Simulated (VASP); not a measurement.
# ZnCu (P4/mmm) in VASP: notebook

Runs on ZnCu. Level: PBEsol. Tasks: single point.

Program: VASP 6.6.1. These are calculated values, not measurements. Logs are shortened: lines on timing, memory, paths and dates and some standing lists are left out, and cuts for length are marked.

### Step 1. The cell of the first run

Symmetry: P4/mmm, No. 123, tetragonal system. Conventional cell: a = 2.945 Å, b = 2.945 Å, c = 2.916 Å, α = 90.00°, β = 90.00°, γ = 90.00°. Within 3.4 Å of Zn (site symmetry 4/mmm) lie 8 Cu at 2.54 Å and 6 Zn at 2.92 to 2.94 Å. Within 3.4 Å of Cu (site symmetry 4/mmm) lie 8 Zn at 2.54 Å and 6 Cu at 2.92 to 2.94 Å.

### Step 2. Single point, PBEsol (zz strain of -1 %)

File INCAR:

```
SYSTEM = ZnCu
  PREC = Accurate
  ENCUT = 520
  EDIFF = 1E-6
  ISMEAR = -1
  SIGMA = 0.05
  LREAL = .False.
  LASPH = .True.
  NELM = 100
  ALGO = Normal
  ISIF = 2
  LWAVE = .False.
  LCHARG = .False.
  GGA = PS
  NBANDS = 18
```

File KPOINTS:

```
regular mesh
0
Gamma
  14 14 14
  0 0 0
```

File POSCAR:

```
ZnCu
1.0
    2.9450000000      0.0000000000      0.0000000000
    0.0000000000      2.9450000000      0.0000000000
    0.0000000000      0.0000000000      2.9155500000
Zn Cu
1 1
Direct
    0.5000000000      0.5000000000      0.5000000000
    0.0000000000      0.0000000000      0.0000000000
```

Potentials or basis: VASP PAW PBE potentials, release 64 (Zn, Cu).

Run with:

```console
cat potpaw_PBE.64/Zn/POTCAR potpaw_PBE.64/Cu/POTCAR > POTCAR
mpirun -np 1 vasp_std > vasp.out
```

OUTCAR:

```text
SYSTEM = ZnCu
   PREC = Accurate
   ENCUT = 520
   EDIFF = 1E-6
   ISMEAR = -1
   LREAL = .False.
   LASPH = .True.
   NELM = 100
   ISIF = 2
   GGA = PS

 ion  position               nearest neighbor table
   1  0.500  0.500  0.500-   2 2.54   2 2.54   2 2.54   2 2.54   2 2.54   2 2.54   2 2.54   2 2.54

   2  0.000  0.000  0.000-   1 2.54   1 2.54   1 2.54   1 2.54   1 2.54   1 2.54   1 2.54   1 2.54

  LATTYP: Found a simple tetragonal cell.
 ALAT       =     2.9450000000
 C/A-ratio  =     0.9900000000

  Lattice vectors:

 A1 = (   2.9450000000,   0.0000000000,   0.0000000000)
 A2 = (   0.0000000000,   2.9450000000,   0.0000000000)
 A3 = (   0.0000000000,   0.0000000000,   2.9155500000)

Analysis of symmetry for initial positions (statically):
=====================================================================
 Subroutine PRICEL returns:
 Original cell was already a primitive cell.

 Routine SETGRP: Setting up the symmetry group for a
 simple tetragonal supercell.

 Subroutine GETGRP returns: Found 16 space group operations
 (whereof 16 operations were pure point group operations)
 out of a pool of 16 trial point group operations.

The static configuration has the point symmetry D_4h.

Analysis of symmetry for dynamics (positions and initial velocities):
=====================================================================
 Subroutine PRICEL returns:
 Original cell was already a primitive cell.

 Routine SETGRP: Setting up the symmetry group for a
 simple tetragonal supercell.

 Subroutine GETGRP returns: Found 16 space group operations
 (whereof 16 operations were pure point group operations)
 out of a pool of 16 trial point group operations.

The dynamic configuration has the point symmetry D_4h.

 Subroutine INISYM returns: Found 16 space group operations
 (whereof 16 operations are pure point group operations),
 and found     1 'primitive' translations

----------------------------------------------------------------------------------------

                                     Primitive cell

  volume of cell :      25.2866

  direct lattice vectors                    reciprocal lattice vectors
     2.945000000  0.000000000  0.000000000     0.339558574  0.000000000  0.000000000
     0.000000000  2.945000000  0.000000000     0.000000000  0.339558574  0.000000000
     0.000000000  0.000000000  2.915550000     0.000000000  0.000000000  0.342988458

  length of vectors
     2.945000000  2.945000000  2.915550000     0.339558574  0.339558574  0.342988458

  position of ions in fractional coordinates (direct lattice)
     0.500000000  0.500000000  0.500000000
     0.000000000  0.000000000  0.000000000

  ion indices of the primitive-cell ions
   primitive index   ion index
                 1           1
                 2           2

----------------------------------------------------------------------------------------

 KPOINTS: regular mesh

Automatic generation of k-mesh.
 Grid dimensions read from file:
 generate k-points for:   14   14   14

 Generating k-lattice:

  Cartesian coordinates                     Fractional coordinates (reciprocal lattice)
     0.024254184  0.000000000  0.000000000     0.071428571  0.000000000  0.000000000
     0.000000000  0.024254184  0.000000000     0.000000000  0.071428571  0.000000000
     0.000000000  0.000000000  0.024499176     0.000000000  0.000000000  0.071428571

  Length of vectors
     0.024254184  0.024254184  0.024499176

  Shift w.r.t. Gamma in fractional coordinates (k-lattice)
     0.000000000  0.000000000  0.000000000

 Subroutine IBZKPT returns following result:
 ===========================================

 Found    288 irreducible k-points:

 Following reciprocal coordinates:
            Coordinates               Weight
  0.000000  0.000000  0.000000      1.000000
  0.071429  0.000000  0.000000      4.000000
  0.142857  0.000000  0.000000      4.000000
  0.214286  0.000000  0.000000      4.000000
  0.285714  0.000000  0.000000      4.000000
  0.357143  0.000000  0.000000      4.000000
[... 16 lines left out ...]
  0.285714  0.214286  0.000000      8.000000
  0.357143  0.214286  0.000000      8.000000
 [... further k-points ...]
   k-points           NKPTS =    288   k-points in BZ     NKDIM =    288   number of bands    NBANDS=     18
   number of dos      NEDOS =    301   number of ions     NIONS =      2
   total plane-waves  NPLWV =  13824
   dimension x,y,z NGX =    24 NGY =   24 NGZ =   24
   dimension x,y,z NGXF=    48 NGYF=   48 NGZF=   48
   ions per type =               1   1
   NGX,Y,Z   is equivalent  to a cutoff of  13.55, 13.55, 13.68 a.u.
   NGXF,Y,Z  is equivalent  to a cutoff of  27.10, 27.10, 27.37 a.u.
 SYSTEM =  ZnCu
   PREC   = accura    normal or accurate (medium, high low for compatibility)
   ISTART =      0    job   : 0-new  1-cont  2-samecut
   ICHARG =      2    charge: 1-file 2-atom 10-const
   ISPIN  =      1    spin polarized calculation?
   LNONCOLLINEAR =      F non collinear calculations
   LSORBIT =      F    spin-orbit coupling
   LASPH  =      T    aspherical Exc in radial PAW
   ENCUT  =  520.0 eV  38.22 Ry    6.18 a.u.   5.48  5.48  5.42*2*pi/ulx,y,z
   NELM   =    100;   NELMIN=  2; NELMDL= -5     # of ELM steps
   EDIFF  = 0.1E-05   stopping-criterion for ELM
   LREAL  =      F    real-space projection
[... 7 lines left out ...]
   TEBEG  =    0.0;   TEEND  =   0.0 temperature during run
   PSTRESS=    0.0 pullay stress
   NELECT =      23.0000    total number of electrons
   NUPDOWN=      -1.0000    fix difference up-down
   EMIN   =  10.00;   EMAX   =-10.00  energy-range for DOS
   EFERMI =   0.00;   METHOD = LEGACY
   ISMEAR =    -1;   SIGMA  =   0.05  broadening in eV -4-tet -1-fermi 0-gaus
   EFERMI_NEDOS =   21; number of points for ismear=-14 and -15
   IALGO  =     38    algorithm
   IMIX   =      4    mixing-type and parameters
     AMIX     =   0.40;   BMIX     =  1.00
     AMIX_MAG =   1.60;   BMIX_MAG =  1.00
  volume/ion in A,a.u.               =      12.64        85.32
  Fermi-wavevector in a.u.,A,eV,Ry     =   1.586185  2.997454 34.232010  2.515982
  Thomas-Fermi vector in A             =   2.685535
   LORBIT       =      0    0 simple, 1 ext, 2 COOP (PROOUT), +10 PAW based schemes
   GGA     = PS    functional components
   LHFCALC =     F    Hartree Fock is set to
   AEXX    =    0.0000 exact exchange contribution
   IVDW    =     0    specifies the selected vdW correction
   LEPSILON=     F    determine dielectric tensor
   LRPA    =     F    only Hartree local field effects (RPA)
 non-spin polarized calculation
  energy-cutoff  :      520.00
  volume of cell :       25.29
 maximum number of plane-waves:       711
 NGX is ok and might be reduce to    24
   NGX = 11   NGY = 11   NGZ = 11

 number of electron      22.9999994 magnetization

 Free energy of the ion-electron system (eV)
  ---------------------------------------------------
  ext. energy  EPLUGINS =         0.00000000
  ---------------------------------------------------
  free energy    TOTEN  =        -6.09474895 eV

  energy without entropy =       -6.09172217  energy(sigma->0) =       -6.09323556

 E-fermi :   5.4681     XC(G=0): -12.6224

 val. band max:        5.4517670416   @ k =   0.4286   0.3571   0.2143
 cond. band min:       5.4687749567   @ k =   0.4286   0.2143   0.3571
 fundamental gap:      0.0170079151
 Fermi energy:         5.4681191970

 k-point     1 :       0.0000    0.0000    0.0000
  band No.  band energies     occupation
      1      -4.9850      2.00000
      2      -2.3978      2.00000
      3      -2.3930      2.00000
      4      -1.6895      2.00000
      5      -1.6754      2.00000
      6      -1.6754      2.00000
[... 10 lines left out ...]
     17      17.9063      0.00000
     18      28.9116      0.00000

 k-point     2 :       0.0714    0.0000    0.0000
  band No.  band energies     occupation
      1      -4.8926      2.00000
      2      -2.3859      2.00000
      3      -2.3737      2.00000
      4      -1.6976      2.00000
      5      -1.6833      2.00000
      6      -1.6712      2.00000
[... 10 lines left out ...]
     17      18.4127      0.00000
     18      27.8546      0.00000

 k-point     3 :       0.1429    0.0000    0.0000
  band No.  band energies     occupation
      1      -4.6182      2.00000
      2      -2.3545      2.00000
      3      -2.3156      2.00000
      4      -1.7202      2.00000
      5      -1.7056      2.00000
      6      -1.6595      2.00000
[... 10 lines left out ...]
     17      20.3960      0.00000
     18      26.1622      0.00000

 k-point     4 :       0.2143    0.0000    0.0000
  band No.  band energies     occupation
      1      -4.1731      2.00000
      2      -2.3086      2.00000
      3      -2.2219      2.00000
      4      -1.7527      2.00000
      5      -1.7376      2.00000
      6      -1.6425      2.00000
[... 10 lines left out ...]
     17      23.0053      0.00000
     18      24.2291      0.00000

 k-point     5 :       0.2857    0.0000    0.0000
  band No.  band energies     occupation
      1      -3.5882      2.00000
      2      -2.2567      2.00000
      3      -2.0855      2.00000
      4      -1.7886      2.00000
      5      -1.7730      2.00000
      6      -1.6235      2.00000
[... 10 lines left out ...]
     17      22.3544      0.00000
     18      22.6981      0.00000

 k-point     6 :       0.3571    0.0000    0.0000
  band No.  band energies     occupation
      1      -2.9645      2.00000
      2      -2.2089      2.00000
      3      -1.8409      2.00000
      4      -1.8208      2.00000
      5      -1.8048      2.00000
      6      -1.6062      2.00000
[... 10 lines left out ...]
     17      20.5888      0.00000
     18      20.9293      0.00000

 k-point     7 :       0.4286    0.0000    0.0000
  band No.  band energies     occupation
      1      -2.5547      2.00000
      2      -2.1753      2.00000
      3      -1.8430      2.00000
      4      -1.8266      2.00000
      5      -1.5941      2.00000
      6      -1.3046      2.00000
[... 10 lines left out ...]
     17      19.2911      0.00000
     18      19.3931      0.00000

 k-point     8 :       0.5000    0.0000    0.0000
  band No.  band energies     occupation
      1      -2.4453      2.00000
      2      -2.1631      2.00000
      3      -1.8509      2.00000
      4      -1.8344      2.00000
      5      -1.5898      2.00000
      6      -0.7601      2.00000
[... 10 lines left out ...]
     17      18.9649      0.00000
     18      19.9987      0.00000
[... 229 lines left out ...]
     17      21.2146      0.00000
     18      21.9168      0.00000

 k-point    20 :       0.4286    0.1429    0.0000
  band No.  band energies     occupation
      1      -2.4308      2.00000
      2      -2.1324      2.00000
      3      -2.0428      2.00000
      4      -1.8454      2.00000
      5      -1.6618      2.00000
      6      -0.8913      2.00000
[... 10 lines left out ...]
     17      19.6125      0.00000
     18      21.3105      0.00000

 k-point    21 :       0.5000    0.1429    0.0000
  band No.  band energies     occupation
      1      -2.3379      2.00000
      2      -2.0989      2.00000
      3      -2.0790      2.00000
      4      -1.8538      2.00000
      5      -1.6607      2.00000
      6      -0.2091      2.00000
[... 10 lines left out ...]
     17      19.8276      0.00000
     18      20.6591      0.00000

 k-point    22 :       0.2143    0.2143    0.0000
  band No.  band energies     occupation
      1      -3.4391      2.00000
      2      -2.2277      2.00000
      3      -2.0801      2.00000
      4      -1.7735      2.00000
      5      -1.7724      2.00000
      6      -1.6955      2.00000
[... 10 lines left out ...]
     17      22.9848      0.00000
     18      24.1183      0.00000

 k-point    23 :       0.2857    0.2143    0.0000
  band No.  band energies     occupation
      1      -2.9748      2.00000
      2      -2.2048      2.00000
      3      -1.9874      2.00000
      4      -1.8063      2.00000
      5      -1.7133      2.00000
      6      -1.6627      2.00000
[... 10 lines left out ...]
     17      23.1407      0.00000
     18      23.5599      0.00000

 k-point    24 :       0.3571    0.2143    0.0000
  band No.  band energies     occupation
      1      -2.5943      2.00000
      2      -2.2035      2.00000
      3      -1.9432      2.00000
      4      -1.8405      2.00000
      5      -1.7245      2.00000
      6      -1.2548      2.00000
[... 10 lines left out ...]
     17      21.5236      0.00000
     18      22.4566      0.00000

 [... further k-points ...]

------------------------ aborting loop because EDIFF is reached ----------------------------------------

  FORCE on cell =-STRESS in cart. coord.  units (eV):
  Direction    XX          YY          ZZ          XY          YZ          ZX
  --------------------------------------------------------------------------------------
  -------------------------------------------------------------------------------------
  Total       -0.4930435     -0.4930435     -0.3994491      0.0000000     -0.0000000      0.0000000
  in kB      -31.2395481    -31.2395481    -25.3093488      0.0000000     -0.0000000      0.0000000
  external PRESSURE =     -29.2628150 kB  Pullay stress =       0.0000000 kB

 VOLUME and BASIS-vectors are now :
 -----------------------------------------------------------------------------
  energy-cutoff  :      520.00
  volume of cell :       25.29
      direct lattice vectors                 reciprocal lattice vectors
     2.945000000  0.000000000  0.000000000     0.339558574  0.000000000  0.000000000
     0.000000000  2.945000000  0.000000000     0.000000000  0.339558574  0.000000000
     0.000000000  0.000000000  2.915550000     0.000000000  0.000000000  0.342988458

 POSITION                                       TOTAL-FORCE (eV/Angst)
 -----------------------------------------------------------------------------------
      1.47250      1.47250      1.45778         0.000000      0.000000      0.000000
      0.00000      0.00000      0.00000         0.000000      0.000000      0.000000
 -----------------------------------------------------------------------------------
    total drift:                                0.000000      0.000000     -0.000000

  FREE ENERGIE OF THE ION-ELECTRON SYSTEM (eV)
  ---------------------------------------------------
  free  energy   TOTEN  =        -6.0947489520 eV

  energy  without entropy=       -6.0917221749  energy(sigma->0) =       -6.09323556
```

Wall time 2.4 min (1 thread of Intel Xeon 8259CL, shared host); peak memory 0.25 GiB.

Results:

```yaml
Free_energy: -6.0947 eV
Pressure: -2.9 GPa
Band_gap_on_the_k_mesh: zero (an odd number of electrons rules out a gap without spin polarisation)
```

Stress tensor (GPa, compression positive):
```
-3.12  0.00  0.00
 0.00 -3.12  0.00
 0.00  0.00 -2.53
```

Levels at points of the mesh, in eV from the Fermi level:
| k point | band 10 | band 11 | band 12 | band 13 | band 14 | band 15 |
| --- | --- | --- | --- | --- | --- | --- |
| (0.00, 0.00, 0.00) | -2.75 | -2.75 | 6.10 | 6.10 | 6.46 | 11.22 |
| (0.50, 0.00, 0.00) | -3.29 | -2.83 | -2.04 | 11.61 | 11.94 | 12.23 |
| (0.50, 0.50, 0.00) | -2.53 | -2.00 | -2.00 | 1.72 | 2.05 | 14.16 |
| (0.00, 0.00, 0.50) | -3.33 | -2.84 | -1.98 | 11.72 | 11.72 | 12.33 |
| (0.50, 0.00, 0.50) | -2.51 | -1.94 | -1.92 | 1.82 | 2.15 | 13.90 |
| (0.50, 0.50, 0.50) | -2.48 | 3.89 | 4.31 | 4.35 | 4.35 | 4.47 |

Caveat: the cell differs from its parent crystal (zz strain of -1 %); the PAW data sets were made with another functional, which shifts forces and pressure a little.

### Step 3. Single point, PBEsol (zz strain of +1 %)

File INCAR:

```
SYSTEM = ZnCu
ALGO     = Normal         ! electronic algorithm
EDIFF    = 1E-7           ! SCF threshold, eV
ENCUT    = 520            ! plane-wave cutoff, eV
GGA      = PS             ! functional
ISIF     = 2              ! what is computed and relaxed
ISMEAR   = -1             ! smearing method
LASPH    = .True.         ! aspherical terms in the spheres
LCHARG   = .True.         ! write CHGCAR
LELF     = .True.         ! ELF
LREAL    = .False.        ! projectors in reciprocal space
LVHAR    = .True.       
LWAVE    = .False.        ! write WAVECAR
NBANDS   = 18             ! bands
NELM     = 60             ! most SCF steps
PREC     = Accurate       ! precision mode
SIGMA    = 0.05           ! smearing width, eV
```

File KPOINTS:

```
k-points
0
Gamma
  14 14 14
  0 0 0
```

POSCAR, as its differences from that of step 2:

```diff
@@ -4,3 +4,3 @@
     0.0000000000      2.9450000000      0.0000000000
-    0.0000000000      0.0000000000      2.9155500000
+    0.0000000000      0.0000000000      2.9744500000
 Zn Cu
```

Potentials or basis: VASP PAW PBE potentials, release 64 (Zn, Cu).

Run with:

```console
cat potpaw_PBE.64/Zn/POTCAR potpaw_PBE.64/Cu/POTCAR > POTCAR
mpirun -np 1 vasp_std > vasp.out
```

It took 3.4 min on 1 thread of Intel Xeon 8259CL, shared host; peak memory 0.26 GiB.

It converged, with:

* Free energy: -6.0819 eV
* Pressure: -5.2 GPa
* Band gap on the k mesh: zero (an odd number of electrons rules out a gap without spin polarisation)

Stress tensor (GPa, compression positive):
```
-5.04  0.00  0.00
 0.00 -5.04  0.00
 0.00  0.00 -5.56
```

Levels at points of the mesh, in eV from the Fermi level:
| k point | band 9 | band 10 | band 11 | band 12 | band 13 | band 14 | band 15 | band 16 |
| --- | --- | --- | --- | --- | --- | --- | --- | --- |
| (0.00, 0.00, 0.00) | -2.72 | -2.72 | -2.71 | 5.92 | 6.27 | 6.27 | 11.07 | 11.28 |
| (0.50, 0.00, 0.00) | -3.28 | -3.25 | -2.79 | -1.98 | 11.41 | 11.73 | 12.02 | 12.36 |
| (0.50, 0.50, 0.00) | -2.87 | -2.46 | -1.84 | -1.84 | 1.76 | 2.12 | 13.61 | 15.25 |
| (0.00, 0.00, 0.50) | -3.25 | -3.25 | -2.78 | -2.04 | 11.63 | 11.63 | 12.27 | 12.27 |
| (0.50, 0.00, 0.50) | -2.86 | -2.48 | -1.92 | -1.90 | 1.67 | 2.01 | 13.86 | 15.50 |
| (0.50, 0.50, 0.50) | -2.47 | -2.45 | 3.75 | 4.28 | 4.28 | 4.33 | 4.44 | 4.44 |

Caveat: the cell differs from its parent crystal (zz strain of +1 %); the cell stands under tension; the PAW data sets were made with another functional, which shifts forces and pressure a little.

The gap in the log of VASP goes by the Fermi energy; the results here count the filled bands.